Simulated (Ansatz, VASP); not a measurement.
**ZnO: VASP beside Ansatz**

```
CELL_PARAMETERS angstrom
3.24940 0.00000 0.00000
-1.62470 2.81406 0.00000
0.00000 0.00000 5.20380
ATOMIC_POSITIONS crystal
Zn 0.33333 0.66667 0.00000
Zn 0.66667 0.33333 0.50000
O 0.33333 0.66667 0.38300
O 0.66667 0.33333 0.88300
```

Alike in both runs: task relaxation of cell and atoms; functional PBEsol; k mesh 9 × 9 × 6; occupations gaussian, width 0.02 eV; no spin polarisation.

```csv
,VASP,Ansatz
version,VASP 6.6.1,Ansatz 0.2.0
potentials or method,"VASP PAW PBE potentials, release 64 (Zn, O), cutoff 600 eV","scalar-relativistic, plane waves, PAW"
valence electrons in the cell,36,36
```

|  | VASP | Ansatz | Ansatz less VASP |
| --- | --- | --- | --- |
| gap on the k mesh at the Fermi level, each at its own relaxed structure (eV) | 0.68 | 0.70 | +0.018 |
| relaxed volume (Å³/atom) | 11.84 | 11.79 | -0.056 |
| relaxed cell length with the largest relative difference (Å) | 5.225 | 5.215 | -0.0092 |

VASP's potentials were made for PBE, not for PBEsol, and Ansatz warns of the same on its side.
